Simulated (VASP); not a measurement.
Wanted: the native input for a VASP 6.6.1 run.

| Property | Result |
| --- | --- |
| Task | single point |
| Functional | PBE |
| Potentials or basis | VASP PAW PBE potentials, release 64 (Cd, S) |
| Cutoff | 500 eV |
| k mesh | 4 × 4 × 3 |
| Occupations | fermi-dirac, width 0.01 eV |
| Spin | no spin polarisation |
| Dipole correction | no |
| Further INCAR settings | ALGO = Normal; EDIFF = 1e-06; NBANDS = 26 |

The structure of CdS lies in POSCAR:

```
CdS
1.0
    4.1638921242     -0.0000000294      0.0000000000
   -2.0819460366      3.6060363729      0.0000000000
    0.0000000000      0.0000000000      6.7675066367
Cd S
2 2
Direct
    0.6666666667      0.3333333333      0.5001052300
    0.3333333333      0.6666666667      0.0001052300
    0.6666666667      0.3333333333      0.8768947700
    0.3333333333      0.6666666667      0.3768947700
```

The input as run:

INCAR

```
SYSTEM = CdS
ALGO = Normal
EDIFF = 1E-6
ENCUT = 500
GGA = PE
GGA_COMPAT = .False.
ISIF = 2
ISMEAR = -1
LASPH = .True.
LCHARG = .False.
LREAL = .False.
LWAVE = .False.
NBANDS = 26
NELM = 120
PREC = Accurate
SIGMA = 0.01
```

KPOINTS

```
k-points
0
Gamma
  4 4 3
  0 0 0
```

Potentials or basis: VASP PAW PBE potentials, release 64 (Cd, S).

Launch:

```sh
$ cat potpaw_PBE.64/Cd/POTCAR potpaw_PBE.64/S/POTCAR > POTCAR
$ mpirun -np 1 vasp_std > vasp.out
```

Results of the run:

- Pressure: 1.8 GPa
- Largest force: 0.012 eV/Å
- Band gap on the k mesh: 1.17 eV

Caveat: the k points lie up to 0.44 Å⁻¹ apart.

Wall time 11 s on 1 thread of Intel(R) Xeon(R) 6975P-C (Granite Rapids), with other jobs on the host, peak memory 0.19 GiB.
